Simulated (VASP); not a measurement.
Set up this calculation in VASP 6.6.1, as the native input.

- Task: single point
- Functional: PBEsol
- Potentials or basis: VASP PAW PBE potentials, release 64 (Sn_d)
- Cutoff: 520 eV
- k mesh: 18 × 18 × 18
- Occupations: gaussian, width 0.15 eV
- Spin: no spin polarisation
- Dipole correction: no
- Further INCAR settings: ALGO = Fast; EDIFF = 1e-07; NBANDS = 21

The structure of Sn lies in POSCAR:

```
Sn
1.0
   -3.1038098185      3.1038098185      1.4350810438
    3.1038098185     -3.1038098185      1.4350810438
    3.1038098185      3.1038098185     -1.4350810438
Sn
2
Direct
    0.7500000000      0.2500000000      0.5000000000
    0.0000000000      0.0000000000      0.0000000000
```

This cell differs from its parent crystal: ratio of the length along z to the lengths across it x 0.85, volume and fractional coordinates fixed.

These files were run (other wordings do the same):

INCAR

```
SYSTEM = Sn
PREC     = Accurate       ! precision mode
ENCUT    = 520            ! plane-wave cutoff, eV
EDIFF    = 1E-7           ! SCF threshold, eV
ISMEAR   = 0              ! smearing method
SIGMA    = 0.15           ! smearing width, eV
LREAL    = .FALSE.        ! projectors in reciprocal space
LASPH    = .TRUE.         ! aspherical terms in the spheres
NELM     = 100            ! most SCF steps
ALGO     = Fast           ! electronic algorithm
ISIF     = 2              ! what is computed and relaxed
LWAVE    = .FALSE.        ! write WAVECAR
LCHARG   = .TRUE.         ! write CHGCAR
GGA      = PS             ! functional
LELF     = .TRUE.         ! ELF
LVHAR    = .TRUE.       
NBANDS   = 21             ! bands
```

KPOINTS

```
regular mesh
0
G
  18 18 18
  0 0 0
```

Potentials or basis: VASP PAW PBE potentials, release 64 (Sn_d).

Launch:

```bash
$ cat potpaw_PBE.64/Sn_d/POTCAR > POTCAR
$ mpirun -np 1 vasp_std > vasp.out
```

Results of the run:

```json
{"Pressure": "0.7 GPa", "Band gap on the k mesh": "zero (band 14 reaches 8.65 eV, above the bottom of band 15 at 5.70 eV)"}
```

Caveat: the PAW data sets were made with another functional, which shifts forces and pressure a little; spin-orbit coupling is left out, which moves the levels of the heavy elements.

Wall time 23 min on 1 thread of Oxide Virtual Turin-like Processor (shared host), peak memory 0.51 GiB.
